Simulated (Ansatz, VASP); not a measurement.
# Ge in VASP and in Ansatz

File INCAR:

```
PREC = Accurate ; ENCUT = 410
EDIFF = 1E-6 ; ISMEAR = 0
SIGMA = 0.04 ; LREAL = False
LASPH = True ; NELM = 120
ALGO = Normal ; ISIF = 2
LWAVE = False ; LCHARG = False
LDIPOL = True ; IDIPOL = 3
DIPOL = 0.5 0.5 0.618 ; GGA = CA
NBANDS = 51 ; GGA_COMPAT = False
NELMDL = -8
```

File KPOINTS:

```
Automatic mesh
0
Gamma
  6 6 1
```

Contents of POSCAR:

```
Ge
1.0
    0.0000000000      6.8442335758      0.0000000000
   -5.9272801461     -3.4221167879      0.0000000000
    0.0000000000      0.0000000000     21.4421810847
Ge
6
Direct
    0.8164436109      0.4921528127      0.6064196232
    0.5328520907      0.7549850558      0.6064196232
    0.0792758539      0.0385765759      0.6064196232
    0.4761905185      0.0952381481      0.6006375217
    0.1428571852      0.4285714815      0.6063702841
    0.8095238519      0.7619048148      0.6835008246
```

Input for Ansatz:

```yaml
crystal:
  lattice:
    - [0.0, 6.8442335758, 0.0]
    - [-5.9272801461, -3.4221167879, 0.0]
    - [0.0, 0.0, 21.4421810847]
  atoms:
    - { symbol: Ge, position: [0.8164436109, 0.4921528127, 0.6064196232] }
    - { symbol: Ge, position: [0.5328520907, 0.7549850558, 0.6064196232] }
    - { symbol: Ge, position: [0.0792758539, 0.0385765759, 0.6064196232] }
    - { symbol: Ge, position: [0.4761905185, 0.0952381481, 0.6006375217] }
    - { symbol: Ge, position: [0.1428571852, 0.4285714815, 0.6063702841] }
    - { symbol: Ge, position: [0.8095238519, 0.7619048148, 0.6835008246] }
basis:
  ecutwfc: 420
kpoints:
  mp_grid: { grid: [6, 6, 1] }
hamiltonian:
  xc: lda
  pseudopotentials: { kind: paw, azcp: { folder: soft_1 } }
scf:
  occupations: { method: gaussian, width: 0.04 }
  n_extra_bands: 8
  max_iter: 160
output:
  forces: true
  eigenvalues: true
efield:
  axis: 3
  dipole_correction: true
```

Alike in both runs: task single point; functional LDA; k mesh 6 × 6 × 1; occupations gaussian, width 0.04 eV; no spin polarisation.

```csv
,VASP,Ansatz
version,VASP 6.6.1,Ansatz 0.2.0
potentials or method,"VASP PAW LDA potentials, release 64 (Ge_d), cutoff 410 eV","scalar-relativistic, plane waves, PAW"
valence electrons in the cell,84,84
```

|  | VASP | Ansatz | Ansatz less VASP |
| --- | --- | --- | --- |
| gap on the k mesh at the Fermi level (eV) | none | none | - |
| rms of the force components (eV/Å) | 0.385 | 0.386 | +0.0010 |

Ansatz warns that its potentials were made for another functional, while VASP's fit it. LDA's correlation is that of Perdew and Zunger in VASP and of Perdew and Wang (1992) in Ansatz. Atom by atom the forces differ by 0.005 eV/Å (rms over components). A gap of «none» marks a metal or a gap that the smearing closes.
